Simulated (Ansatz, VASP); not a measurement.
Ti in VASP and in Ansatz

```
CELL_PARAMETERS angstrom
4.45083 0.00000 0.00000
-2.22541 3.85453 0.00000
0.00000 0.00000 2.77055
ATOMIC_POSITIONS crystal
Ti 0.00000 0.00000 0.00000
Ti 0.33333 0.66667 0.50000
Ti 0.66667 0.33333 0.50000
```

Alike in both runs: task relaxation of cell and atoms; functional LDA; k mesh 12 × 12 × 14; occupations fermi-dirac, width 0.15 eV; no spin polarisation.

```csv
,VASP,Ansatz
version,VASP 6.6.1,Ansatz 0.2.0
potentials or method,"VASP PAW LDA potentials, release 64 (Ti_sv), cutoff 600 eV","scalar-relativistic, plane waves, PAW"
valence electrons in the cell,36,36
```

|  | VASP | Ansatz | Ansatz less VASP |
| --- | --- | --- | --- |
| gap on the k mesh at the Fermi level, each at its own relaxed structure (eV) | none | none | - |
| relaxed volume (Å³/atom) | 15.88 | 15.89 | +0.013 |
| relaxed cell length with the largest relative difference (Å) | 2.766 | 2.766 | +0.0008 |

Ansatz warns that its potentials were made for another functional, while VASP's fit it. LDA's correlation is that of Perdew and Zunger in VASP and of Perdew and Wang (1992) in Ansatz. A gap of «none» marks a metal or a gap that the smearing closes.
